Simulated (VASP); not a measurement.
# C (Fd-3m) in VASP: a series of runs

Runs on C. Level: LDA. Tasks: single point.

Everything below comes from runs of VASP 6.6.1. Logs are shortened: lines on timing, memory, paths and dates and some standing lists are left out, and cuts for length are marked.

## Step 1: The cell of the first run

It takes space group Fd-3m (No. 227, cubic). The conventional cell has a = 3.560 Å, b = 3.560 Å, c = 3.560 Å, α = 90.00°, β = 90.00°, γ = 90.00°. C (site symmetry -43m) has 4 C at 1.54 Å within 2.1 Å.

## Step 2: Single point, LDA

The input, INCAR:

```
SYSTEM = C
PREC = Accurate ; ENCUT = 600
EDIFF = 1E-6 ; ISMEAR = 0
SIGMA = 0.1 ; LREAL = .False.
LASPH = .True. ; NELM = 120
ALGO = Normal ; ISIF = 2
LWAVE = .False. ; LCHARG = .True.
LELF = .True. ; LVHAR = .True.
NBANDS = 11 ; GGA_COMPAT = .False.
```

The input, KPOINTS:

```
regular mesh
0
Gamma
  8 8 8
  0 0 0
```

The input, POSCAR:

```
C
1.0
    0.0000000000      1.7800000000      1.7800000000
    1.7800000000      0.0000000000      1.7800000000
    1.7800000000      1.7800000000      0.0000000000
C
2
Direct
    0.0000000000      0.0000000000      0.0000000000
    0.2500000000      0.2500000000      0.2500000000
```

Potentials or basis: VASP PAW LDA potentials, release 64 (C).

Run with:

```console
cat potpaw_LDA.64/C/POTCAR > POTCAR
mpirun -np 1 vasp_std > vasp.out
```

OUTCAR:

```text
SYSTEM = C
   PREC = Accurate
   ENCUT = 600
   EDIFF = 1E-6
   ISMEAR = 0
   LREAL = .False.
   LASPH = .True.
   NELM = 120
   ISIF = 2

 ion  position               nearest neighbor table
   1  0.000  0.000  0.000-   2 1.54   2 1.54   2 1.54   2 1.54
   2  0.250  0.250  0.250-   1 1.54   1 1.54   1 1.54   1 1.54

  LATTYP: Found a face centered cubic cell.
 ALAT       =     3.5600000000

  Lattice vectors:

 A1 = (   0.0000000000,   1.7800000000,   1.7800000000)
 A2 = (   1.7800000000,   0.0000000000,   1.7800000000)
 A3 = (   1.7800000000,   1.7800000000,   0.0000000000)

Analysis of symmetry for initial positions (statically):
=====================================================================
 Subroutine PRICEL returns:
 Original cell was already a primitive cell.

 Routine SETGRP: Setting up the symmetry group for a
 face centered cubic supercell.

 Subroutine GETGRP returns: Found 48 space group operations
 (whereof 24 operations were pure point group operations)
 out of a pool of 48 trial point group operations.

The static configuration has the point symmetry T_d .
 The point group associated with its full space group is O_h .

Analysis of symmetry for dynamics (positions and initial velocities):
=====================================================================
 Subroutine PRICEL returns:
 Original cell was already a primitive cell.

 Routine SETGRP: Setting up the symmetry group for a
 face centered cubic supercell.

 Subroutine GETGRP returns: Found 48 space group operations
 (whereof 24 operations were pure point group operations)
 out of a pool of 48 trial point group operations.

The dynamic configuration has the point symmetry T_d .
 The point group associated with its full space group is O_h .

 Subroutine INISYM returns: Found 48 space group operations
 (whereof 24 operations are pure point group operations),
 and found     1 'primitive' translations

----------------------------------------------------------------------------------------

                                     Primitive cell

  volume of cell :      11.2795

  direct lattice vectors                    reciprocal lattice vectors
     0.000000000  1.780000000  1.780000000    -0.280898876  0.280898876  0.280898876
     1.780000000  0.000000000  1.780000000     0.280898876 -0.280898876  0.280898876
     1.780000000  1.780000000  0.000000000     0.280898876  0.280898876 -0.280898876

  length of vectors
     2.517300141  2.517300141  2.517300141     0.486531126  0.486531126  0.486531126

  position of ions in fractional coordinates (direct lattice)
     0.000000000  0.000000000  0.000000000
     0.250000000  0.250000000  0.250000000

  ion indices of the primitive-cell ions
   primitive index   ion index
                 1           1
                 2           2

----------------------------------------------------------------------------------------

 KPOINTS: regular mesh

Automatic generation of k-mesh.
 Grid dimensions read from file:
 generate k-points for:    8    8    8

 Generating k-lattice:

  Cartesian coordinates                     Fractional coordinates (reciprocal lattice)
    -0.035112360  0.035112360  0.035112360     0.125000000  0.000000000  0.000000000
     0.035112360 -0.035112360  0.035112360     0.000000000  0.125000000  0.000000000
     0.035112360  0.035112360 -0.035112360     0.000000000  0.000000000  0.125000000

  Length of vectors
     0.060816391  0.060816391  0.060816391

  Shift w.r.t. Gamma in fractional coordinates (k-lattice)
     0.000000000  0.000000000  0.000000000

 Subroutine IBZKPT returns following result:
 ===========================================

 Found     29 irreducible k-points:

 Following reciprocal coordinates:
            Coordinates               Weight
  0.000000  0.000000  0.000000      1.000000
  0.125000  0.000000  0.000000      8.000000
  0.250000  0.000000  0.000000      8.000000
  0.375000  0.000000  0.000000      8.000000
  0.500000  0.000000  0.000000      4.000000
  0.125000  0.125000  0.000000      6.000000
[... 16 lines left out ...]
  0.500000  0.250000  0.125000     48.000000
 -0.375000  0.250000  0.125000     24.000000
 [... further k-points ...]
   k-points           NKPTS =     29   k-points in BZ     NKDIM =     29   number of bands    NBANDS=     11
   number of dos      NEDOS =    301   number of ions     NIONS =      2
   total plane-waves  NPLWV =   8000
   dimension x,y,z NGX =    20 NGY =   20 NGZ =   20
   dimension x,y,z NGXF=    40 NGYF=   40 NGZF=   40
   ions per type =               2
   NGX,Y,Z   is equivalent  to a cutoff of  13.21, 13.21, 13.21 a.u.
   NGXF,Y,Z  is equivalent  to a cutoff of  26.42, 26.42, 26.42 a.u.
 SYSTEM =  C
   PREC   = accura    normal or accurate (medium, high low for compatibility)
   ISTART =      0    job   : 0-new  1-cont  2-samecut
   ICHARG =      2    charge: 1-file 2-atom 10-const
   ISPIN  =      1    spin polarized calculation?
   LNONCOLLINEAR =      F non collinear calculations
   LSORBIT =      F    spin-orbit coupling
   LASPH  =      T    aspherical Exc in radial PAW
   ENCUT  =  600.0 eV  44.10 Ry    6.64 a.u.   5.03  5.03  5.03*2*pi/ulx,y,z
   NELM   =    120;   NELMIN=  2; NELMDL= -5     # of ELM steps
   EDIFF  = 0.1E-05   stopping-criterion for ELM
   LREAL  =      F    real-space projection
   EDIFFG = 0.1E-04   stopping-criterion for IOM
   NSW    =      0    number of steps for IOM
   IBRION =     -1    ionic relax: 0-MD 1-quasi-New 2-CG
   NFREE  =      0    steps in history (QN), initial steepest desc. (CG)
   ISIF   =      2    stress and relaxation
   ISYM   =      2    0-nonsym 1-usesym 2-fastsym
   POTIM  = 0.5000    time-step for ionic-motion
   TEBEG  =    0.0;   TEEND  =   0.0 temperature during run
   PSTRESS=    0.0 pullay stress
   NELECT =       8.0000    total number of electrons
   NUPDOWN=      -1.0000    fix difference up-down
   EMIN   =  10.00;   EMAX   =-10.00  energy-range for DOS
   EFERMI =   0.00;   METHOD = LEGACY
   ISMEAR =     0;   SIGMA  =   0.10  broadening in eV -4-tet -1-fermi 0-gaus
   EFERMI_NEDOS =   21; number of points for ismear=-14 and -15
   IALGO  =     38    algorithm
   IMIX   =      4    mixing-type and parameters
     AMIX     =   0.40;   BMIX     =  1.00
     AMIX_MAG =   1.60;   BMIX_MAG =  1.00
  volume/ion in A,a.u.               =       5.64        38.06
  Fermi-wavevector in a.u.,A,eV,Ry     =   1.459962  2.758928 29.000661  2.131488
  Thomas-Fermi vector in A             =   2.576467
   LORBIT       =      0    0 simple, 1 ext, 2 COOP (PROOUT), +10 PAW based schemes
   GGA     = CA    functional components
   LHFCALC =     F    Hartree Fock is set to
   AEXX    =    0.0000 exact exchange contribution
   IVDW    =     0    specifies the selected vdW correction
   LEPSILON=     F    determine dielectric tensor
   LRPA    =     F    only Hartree local field effects (RPA)
 non-spin polarized calculation
 Gauss-broadening in eV      SIGMA  =   0.10
  energy-cutoff  :      600.00
  volume of cell :       11.28
 maximum number of plane-waves:       388
   NGX =  9   NGY =  9   NGZ =  9

 number of electron       7.9999999 magnetization

 Free energy of the ion-electron system (eV)
  ---------------------------------------------------
  ext. energy  EPLUGINS =         0.00000000
  ---------------------------------------------------
  free energy    TOTEN  =       -20.24484973 eV

  energy without entropy =      -20.24484973  energy(sigma->0) =      -20.24484973

 E-fermi :  10.3502     XC(G=0): -13.5270

 val. band max:        9.8055683078   @ k =   0.0000   0.0000   0.0000
 cond. band min:      13.9188256040   @ k =   0.3750   0.3750   0.0000
 fundamental gap:      4.1132572962
 Fermi energy:        10.3502260039

 k-point     1 :       0.0000    0.0000    0.0000
  band No.  band energies     occupation
      1     -11.5882      2.00000
      2       9.8056      2.00000
      3       9.8056      2.00000
      4       9.8056      2.00000
      5      15.3642      0.00000
      6      15.3642      0.00000
      7      15.3642      0.00000
      8      23.4912      0.00000
      9      28.8843      0.00000
     10      36.5004      0.00000
     11      36.5004      0.00000

 k-point     2 :       0.1250    0.0000    0.0000
  band No.  band energies     occupation
      1     -11.1549      2.00000
      2       7.4060      2.00000
      3       9.1509      2.00000
      4       9.1509      2.00000
      5      16.2225      0.00000
      6      16.2225      0.00000
      7      16.6766      0.00000
      8      23.7734      0.00000
      9      29.5129      0.00000
     10      33.2733      0.00000
     11      33.2733      0.00000

 k-point     3 :       0.2500    0.0000    0.0000
  band No.  band energies     occupation
      1      -9.8673      2.00000
      2       3.2442      2.00000
      3       8.0562      2.00000
      4       8.0562      2.00000
      5      17.5568      0.00000
      6      17.5568      0.00000
      7      18.0506      0.00000
      8      24.4850      0.00000
      9      30.2754      0.00000
     10      32.1696      0.00000
     11      32.1696      0.00000
[... 267 lines left out ...]
 k-point    23 :       0.5000    0.2500    0.1250
  band No.  band energies     occupation
      1      -6.6966      2.00000
      2       0.0058      2.00000
      3       3.5415      2.00000
      4       5.7125      2.00000
      5      17.7229      0.00000
      6      19.4137      0.00000
      7      22.2656      0.00000
      8      23.0818      0.00000
      9      29.7342      0.00000
     10      32.0343      0.00000
     11      35.7844      0.00000

 k-point    24 :      -0.3750    0.2500    0.1250
  band No.  band energies     occupation
      1      -4.7094      2.00000
      2      -2.5792      2.00000
      3       3.5227      2.00000
      4       5.0915      2.00000
      5      17.9972      0.00000
      6      19.3057      0.00000
      7      22.9165      0.00000
      8      24.5880      0.00000
      9      27.9095      0.00000
     10      33.5243      0.00000
     11      36.0235      0.00000

 [... further k-points ...]

------------------------ aborting loop because EDIFF is reached ----------------------------------------

  FORCE on cell =-STRESS in cart. coord.  units (eV):
  Direction    XX          YY          ZZ          XY          YZ          ZX
  --------------------------------------------------------------------------------------
  -------------------------------------------------------------------------------------
  Total       -0.6999227     -0.6999227     -0.6999227     -0.0000000      0.0000000      0.0000000
  in kB      -99.4192924    -99.4192924    -99.4192924     -0.0000000      0.0000000      0.0000000
  external PRESSURE =     -99.4192924 kB  Pullay stress =       0.0000000 kB

 VOLUME and BASIS-vectors are now :
 -----------------------------------------------------------------------------
  energy-cutoff  :      600.00
  volume of cell :       11.28
      direct lattice vectors                 reciprocal lattice vectors
     0.000000000  1.780000000  1.780000000    -0.280898876  0.280898876  0.280898876
     1.780000000  0.000000000  1.780000000     0.280898876 -0.280898876  0.280898876
     1.780000000  1.780000000  0.000000000     0.280898876  0.280898876 -0.280898876

 POSITION                                       TOTAL-FORCE (eV/Angst)
 -----------------------------------------------------------------------------------
      0.00000      0.00000      0.00000         0.000000      0.000000      0.000000
      0.89000      0.89000      0.89000         0.000000     -0.000000     -0.000000
 -----------------------------------------------------------------------------------
    total drift:                                0.000000      0.000000      0.000000

  FREE ENERGIE OF THE ION-ELECTRON SYSTEM (eV)
  ---------------------------------------------------
  free  energy   TOTEN  =       -20.2448497272 eV

  energy  without entropy=      -20.2448497272  energy(sigma->0) =      -20.24484973
```

Run time: 2.6 s. Hardware: 1 thread of Intel Xeon Platinum 8488C (Sapphire Rapids), shared host; peak memory 0.11 GiB.

Results:

| Quantity | Value |
| --- | --- |
| Free energy | -20.2448 eV |
| Pressure | -9.9 GPa |
| Band gap on the k mesh | 4.11 eV (least direct gap 5.56 eV) |

Levels at points of the mesh, in eV from the valence-band top:
| k point | band 2 | band 3 | band 4 | band 5 | band 6 | band 7 |
| --- | --- | --- | --- | --- | --- | --- |
| (0.00, 0.00, 0.00) | 0.00 | 0.00 | 0.00 | 5.56 | 5.56 | 5.56 |
| (0.50, 0.00, 0.00) | -13.42 | -2.80 | -2.80 | 8.41 | 8.41 | 9.09 |
| (0.50, 0.50, 0.00) | -12.65 | -6.33 | -6.33 | 4.72 | 4.72 | 16.71 |

Caveat: the cell stands under tension. A k mesh can miss the band edges.

(Continued in part 2 of 2.)
